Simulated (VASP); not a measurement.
# ZrH2Br (P6_3mc) in VASP: a series of runs

ZrH2Br is run at these levels: PBE; tasks: single point.

Program: VASP 6.6.1. These are calculated values, not measurements. Logs are shortened: lines on timing, memory, paths and dates and some standing lists are left out, and cuts for length are marked.

### 1 The cell of the first run

Symmetry: P6_3mc, No. 186, hexagonal system. Conventional cell: a = 3.517 Å, b = 3.517 Å, c = 9.863 Å, α = 90.00°, β = 90.00°, γ = 120.00°. Zr (site symmetry 3m) has 6 H at 2.03 to 2.12 Å within 2.7 Å. Within 2.8 Å of H (site symmetry 3m) lie 3 H at 2.11 Å and 3 Zr at 2.12 Å and 1 Br at 2.73 Å. H (site symmetry 3m) has 3 Zr at 2.03 Å and 3 H at 2.11 Å within 2.7 Å. Within 3.6 Å of Br (site symmetry 3m) lie 10 H at 2.73 to 3.44 Å and 4 Zr at 2.81 to 2.93 Å and 6 Br at 3.52 Å.

### 2 Single point, PBE

The input, INCAR:

```
SYSTEM = ZrH2Br
ALGO = Normal
EDIFF = 1E-6
ENCUT = 520
GGA = PE
ISIF = 2
ISMEAR = 0
LASPH = .TRUE.
LCHARG = .FALSE.
LREAL = .FALSE.
LWAVE = .FALSE.
NBANDS = 31
NELM = 60
PREC = Accurate
SIGMA = 0.1
```

The input, KPOINTS:

```
k-points
0
G
  6 6 2
  0 0 0
```

The input, POSCAR:

```
ZrH2Br
1.0
    3.5174652391      0.0000000000      0.0000000000
   -1.7587326196      3.0462142540      0.0000000000
    0.0000000000      0.0000000000      9.8630014224
Zr H Br
2 4 2
Direct
    0.6666666667      0.3333333333      0.7223606303
    0.3333333333      0.6666666667      0.2223606303
    0.6666666667      0.3333333333      0.2848311904
    0.0000000000      0.0000000000      0.7262206987
    0.0000000000      0.0000000000      0.2262206987
    0.3333333333      0.6666666667      0.7848311904
    0.6666666667      0.3333333333      1.0076474906
    0.3333333333      0.6666666667      0.5076474906
```

Potentials or basis: VASP PAW PBE potentials, release 64 (Zr_sv, H, Br).

Command:

```
cat potpaw_PBE.64/Zr_sv/POTCAR potpaw_PBE.64/H/POTCAR potpaw_PBE.64/Br/POTCAR > POTCAR
mpirun -np 1 vasp_std > vasp.out
```

OUTCAR:

```text
SYSTEM = ZrH2Br
   EDIFF = 1E-6
   ENCUT = 520
   GGA = PE
   ISIF = 2
   ISMEAR = 0
   LASPH = .TRUE.
   LREAL = .FALSE.
   NELM = 60
   PREC = Accurate

 ion  position               nearest neighbor table
   1  0.667  0.333  0.722-   4 2.03   4 2.03   4 2.03   6 2.12   6 2.12   6 2.12   7 2.81   8 2.93
                             8 2.93   8 2.93
   2  0.333  0.667  0.222-   5 2.03   5 2.03   5 2.03   3 2.12   3 2.12   3 2.12   8 2.81   7 2.93
                             7 2.93   7 2.93
   3  0.667  0.333  0.285-   2 2.12   2 2.12   2 2.12
   4  0.000  0.000  0.726-   1 2.03   1 2.03   1 2.03
   5  0.000  0.000  0.226-   2 2.03   2 2.03   2 2.03
   6  0.333  0.667  0.785-   1 2.12   1 2.12   1 2.12
   7  0.667  0.333  0.008-   1 2.81   2 2.93   2 2.93   2 2.93
   8  0.333  0.667  0.508-   2 2.81   1 2.93   1 2.93   1 2.93

  LATTYP: Found a hexagonal cell.
 ALAT       =     3.5174652391
 C/A-ratio  =     2.8040082139

  Lattice vectors:

 A1 = (   3.5174652391,   0.0000000000,   0.0000000000)
 A2 = (  -1.7587326196,   3.0462142540,   0.0000000000)
 A3 = (   0.0000000000,   0.0000000000,   9.8630014224)

Analysis of symmetry for initial positions (statically):
=====================================================================
 Subroutine PRICEL returns:
 Original cell was already a primitive cell.

 Routine SETGRP: Setting up the symmetry group for a
 hexagonal supercell.

 Subroutine GETGRP returns: Found 12 space group operations
 (whereof  6 operations were pure point group operations)
 out of a pool of 24 trial point group operations.

The static configuration has the point symmetry C_3v.
 The point group associated with its full space group is C_6v.

Analysis of symmetry for dynamics (positions and initial velocities):
=====================================================================
 Subroutine PRICEL returns:
 Original cell was already a primitive cell.

 Routine SETGRP: Setting up the symmetry group for a
 hexagonal supercell.

 Subroutine GETGRP returns: Found 12 space group operations
 (whereof  6 operations were pure point group operations)
 out of a pool of 24 trial point group operations.

The dynamic configuration has the point symmetry C_3v.
 The point group associated with its full space group is C_6v.

 Subroutine INISYM returns: Found 12 space group operations
 (whereof  6 operations are pure point group operations),
 and found     1 'primitive' translations

----------------------------------------------------------------------------------------

                                     Primitive cell

  volume of cell :     105.6816

  direct lattice vectors                    reciprocal lattice vectors
     3.517465239  0.000000000  0.000000000     0.284295631  0.164138159  0.000000000
    -1.758732620  3.046214254  0.000000000     0.000000000  0.328276318  0.000000000
     0.000000000  0.000000000  9.863001422     0.000000000  0.000000000  0.101389015

  length of vectors
     3.517465239  3.517465239  9.863001422     0.328276318  0.328276318  0.101389015

  position of ions in fractional coordinates (direct lattice)
     0.666666667  0.333333333  0.722360630
     0.333333333  0.666666667  0.222360630
     0.666666667  0.333333333  0.284831190
     0.000000000  0.000000000  0.726220699
     0.000000000  0.000000000  0.226220699
     0.333333333  0.666666667  0.784831190
     0.666666667  0.333333333  0.007647491
     0.333333333  0.666666667  0.507647491

  ion indices of the primitive-cell ions
   primitive index   ion index
                 1           1
                 2           2
                 3           3
                 4           4
                 5           5
                 6           6
                 7           7
                 8           8

----------------------------------------------------------------------------------------

 KPOINTS: k-points

Automatic generation of k-mesh.
 Grid dimensions read from file:
 generate k-points for:    6    6    2

 Generating k-lattice:

  Cartesian coordinates                     Fractional coordinates (reciprocal lattice)
     0.047382605  0.027356360  0.000000000     0.166666667 -0.000000000  0.000000000
     0.000000000  0.054712720  0.000000000     0.000000000  0.166666667  0.000000000
     0.000000000  0.000000000  0.050694508     0.000000000  0.000000000  0.500000000

  Length of vectors
     0.054712720  0.054712720  0.050694508

  Shift w.r.t. Gamma in fractional coordinates (k-lattice)
     0.000000000  0.000000000  0.000000000

 Subroutine IBZKPT returns following result:
 ===========================================

 Found     14 irreducible k-points:

 Following reciprocal coordinates:
            Coordinates               Weight
  0.000000  0.000000  0.000000      1.000000
  0.166667  0.000000  0.000000      6.000000
  0.333333  0.000000  0.000000      6.000000
  0.500000  0.000000  0.000000      3.000000
  0.166667  0.166667  0.000000      6.000000
  0.333333  0.166667  0.000000     12.000000
  0.333333  0.333333  0.000000      2.000000
  0.000000  0.000000  0.500000      1.000000
  0.166667  0.000000  0.500000      6.000000
  0.333333  0.000000  0.500000      6.000000
  0.500000  0.000000  0.500000      3.000000
  0.166667  0.166667  0.500000      6.000000
  0.333333  0.166667  0.500000     12.000000
  0.333333  0.333333  0.500000      2.000000
   k-points           NKPTS =     14   k-points in BZ     NKDIM =     14   number of bands    NBANDS=     31
   number of dos      NEDOS =    301   number of ions     NIONS =      8
   total plane-waves  NPLWV =  62720
   dimension x,y,z NGX =    28 NGY =   28 NGZ =   80
   dimension x,y,z NGXF=    56 NGYF=   56 NGZF=  160
   ions per type =               2   4   2
   NGX,Y,Z   is equivalent  to a cutoff of  13.23, 13.23, 13.48 a.u.
   NGXF,Y,Z  is equivalent  to a cutoff of  26.47, 26.47, 26.97 a.u.
 SYSTEM =  ZrH2Br
   PREC   = accura    normal or accurate (medium, high low for compatibility)
   ISTART =      0    job   : 0-new  1-cont  2-samecut
   ICHARG =      2    charge: 1-file 2-atom 10-const
   ISPIN  =      1    spin polarized calculation?
   LNONCOLLINEAR =      F non collinear calculations
   LSORBIT =      F    spin-orbit coupling
   LASPH  =      T    aspherical Exc in radial PAW
   ENCUT  =  520.0 eV  38.22 Ry    6.18 a.u.   6.54  6.54 18.34*2*pi/ulx,y,z
   NELM   =     60;   NELMIN=  2; NELMDL= -5     # of ELM steps
   EDIFF  = 0.1E-05   stopping-criterion for ELM
   LREAL  =      F    real-space projection
   EDIFFG = 0.1E-04   stopping-criterion for IOM
   NSW    =      0    number of steps for IOM
   IBRION =     -1    ionic relax: 0-MD 1-quasi-New 2-CG
   NFREE  =      0    steps in history (QN), initial steepest desc. (CG)
   ISIF   =      2    stress and relaxation
   ISYM   =      2    0-nonsym 1-usesym 2-fastsym
   POTIM  = 0.5000    time-step for ionic-motion
   TEBEG  =    0.0;   TEEND  =   0.0 temperature during run
   PSTRESS=    0.0 pullay stress
   NELECT =      42.0000    total number of electrons
   NUPDOWN=      -1.0000    fix difference up-down
   EMIN   =  10.00;   EMAX   =-10.00  energy-range for DOS
   EFERMI =   0.00;   METHOD = LEGACY
   ISMEAR =     0;   SIGMA  =   0.10  broadening in eV -4-tet -1-fermi 0-gaus
   EFERMI_NEDOS =   21; number of points for ismear=-14 and -15
   IALGO  =     38    algorithm
   IMIX   =      4    mixing-type and parameters
     AMIX     =   0.40;   BMIX     =  1.00
     AMIX_MAG =   1.60;   BMIX_MAG =  1.00
  volume/ion in A,a.u.               =      13.21        89.15
  Fermi-wavevector in a.u.,A,eV,Ry     =   1.203626  2.274523 19.710964  1.448715
  Thomas-Fermi vector in A             =   2.339374
   LORBIT       =      0    0 simple, 1 ext, 2 COOP (PROOUT), +10 PAW based schemes
   GGA     = PE    functional components
   LHFCALC =     F    Hartree Fock is set to
   AEXX    =    0.0000 exact exchange contribution
   IVDW    =     0    specifies the selected vdW correction
   LEPSILON=     F    determine dielectric tensor
   LRPA    =     F    only Hartree local field effects (RPA)
 non-spin polarized calculation
 Gauss-broadening in eV      SIGMA  =   0.10
  energy-cutoff  :      520.00
  volume of cell :      105.68
 maximum number of plane-waves:      2893
 NGX is ok and might be reduce to    28
   NGX = 13   NGY = 13   NGZ = 37

 number of electron      41.9999997 magnetization

 Free energy of the ion-electron system (eV)
  ---------------------------------------------------
  ext. energy  EPLUGINS =         0.00000000
  ---------------------------------------------------
  free energy    TOTEN  =       -38.31968650 eV

  energy without entropy =      -38.29618979  energy(sigma->0) =      -38.30793815

 E-fermi :   7.2645     XC(G=0): -10.3123

 val. band max:        7.2509409829   @ k =   0.3333   0.1667   0.0000
 cond. band min:       7.3233433779   @ k =   0.1667   0.0000   0.0000
 fundamental gap:      0.0724023950
 Fermi energy:         7.2644618538

 k-point     1 :       0.0000    0.0000    0.0000
  band No.  band energies     occupation
      1     -42.9943      2.00000
      2     -42.9941      2.00000
      3     -21.2502      2.00000
      4     -21.2281      2.00000
      5     -20.7840      2.00000
      6     -20.7840      2.00000
[... 23 lines left out ...]
     30       9.0150      0.00000
     31      11.0582      0.00000

 k-point     2 :       0.1667    0.0000    0.0000
  band No.  band energies     occupation
      1     -42.9858      2.00000
      2     -42.9856      2.00000
      3     -21.2340      2.00000
      4     -21.2148      2.00000
      5     -20.8849      2.00000
      6     -20.8846      2.00000
[... 23 lines left out ...]
     30       9.9773      0.00000
     31      12.3218      0.00000

 k-point     3 :       0.3333    0.0000    0.0000
  band No.  band energies     occupation
      1     -42.9687      2.00000
      2     -42.9687      2.00000
      3     -21.2009      2.00000
      4     -21.1887      2.00000
      5     -21.0803      2.00000
      6     -21.0798      2.00000
[... 363 lines left out ...]
     30      11.7143      0.00000
     31      12.7569      0.00000

 k-point    14 :       0.3333    0.3333    0.5000
  band No.  band energies     occupation
      1     -42.9559      2.00000
      2     -42.9559      2.00000
      3     -21.1727      2.00000
      4     -21.1727      2.00000
      5     -21.0560      2.00000
      6     -21.0560      2.00000
[... 23 lines left out ...]
     30      11.8916      0.00000
     31      11.9607      0.00000

------------------------ aborting loop because EDIFF is reached ----------------------------------------

  FORCE on cell =-STRESS in cart. coord.  units (eV):
  Direction    XX          YY          ZZ          XY          YZ          ZX
  --------------------------------------------------------------------------------------
  -------------------------------------------------------------------------------------
  Total       -0.0308987     -0.0308987      0.1072024      0.0000000      0.0000000     -0.0000000
  in kB       -0.4684377     -0.4684377      1.6252339      0.0000000      0.0000000     -0.0000000
  external PRESSURE =       0.2294528 kB  Pullay stress =       0.0000000 kB

 VOLUME and BASIS-vectors are now :
 -----------------------------------------------------------------------------
  energy-cutoff  :      520.00
  volume of cell :      105.68
      direct lattice vectors                 reciprocal lattice vectors
     3.517465239  0.000000000  0.000000000     0.284295631  0.164138159  0.000000000
    -1.758732620  3.046214254  0.000000000     0.000000000  0.328276318  0.000000000
     0.000000000  0.000000000  9.863001422     0.000000000  0.000000000  0.101389015

 POSITION                                       TOTAL-FORCE (eV/Angst)
 -----------------------------------------------------------------------------------
      1.75873      1.01540      7.12464        -0.000000      0.000000      0.016632
     -0.00000      2.03081      2.19314         0.000000     -0.000000      0.016632
      1.75873      1.01540      2.80929        -0.000000      0.000000      0.002838
      0.00000      0.00000      7.16272        -0.000000     -0.000000     -0.002469
      0.00000      0.00000      2.23122        -0.000000     -0.000000     -0.002469
     -0.00000      2.03081      7.74079         0.000000     -0.000000      0.002838
      1.75873      1.01540      0.07543         0.000000      0.000000     -0.017001
     -0.00000      2.03081      5.00693        -0.000000     -0.000000     -0.017001
 -----------------------------------------------------------------------------------
    total drift:                               -0.000000      0.000000      0.000626

  FREE ENERGIE OF THE ION-ELECTRON SYSTEM (eV)
  ---------------------------------------------------
  free  energy   TOTEN  =       -38.3196865025 eV

  energy  without entropy=      -38.2961897885  energy(sigma->0) =      -38.30793815
```

Wall time 74 s (1 thread of Intel Xeon Platinum 8175M at 2.50GHz (Skylake/Cascade Lake), shared host); peak memory 0.25 GiB.

Results:

```
Free energy            : -38.3197 eV
Pressure               : 0.0 GPa
Largest force          : 0.017 eV/Å
Band gap on the k mesh : zero (band 21 reaches 7.63 eV, above the bottom of band 22 at 6.68 eV)
```

Forces on the atoms (eV/Å):
```
Zr   0.000  0.000  0.017
Zr   0.000  0.000  0.017
H    0.000  0.000  0.003
H    0.000  0.000 -0.002
H    0.000  0.000 -0.002
H    0.000  0.000  0.003
Br   0.000  0.000 -0.017
Br   0.000  0.000 -0.017
```

Levels at points of the mesh, in eV from the Fermi level:
```csv
k point,band 18,band 19,band 20,band 21,band 22,band 23,band 24,band 25
"(0.00, 0.00, 0.00)",-3.52,-1.21,-0.96,-0.59,-0.59,-0.44,-0.44,1.00
"(0.50, 0.00, 0.00)",-4.54,-4.35,-4.24,-0.20,0.10,0.55,1.79,2.26
"(0.00, 0.00, 0.50)",-3.61,-1.08,-1.08,-0.52,-0.52,-0.52,-0.52,1.11
"(0.50, 0.00, 0.50)",-4.57,-4.40,-4.40,0.37,0.37,1.12,1.12,1.66
```

(Part 1 of 3 ends here.)
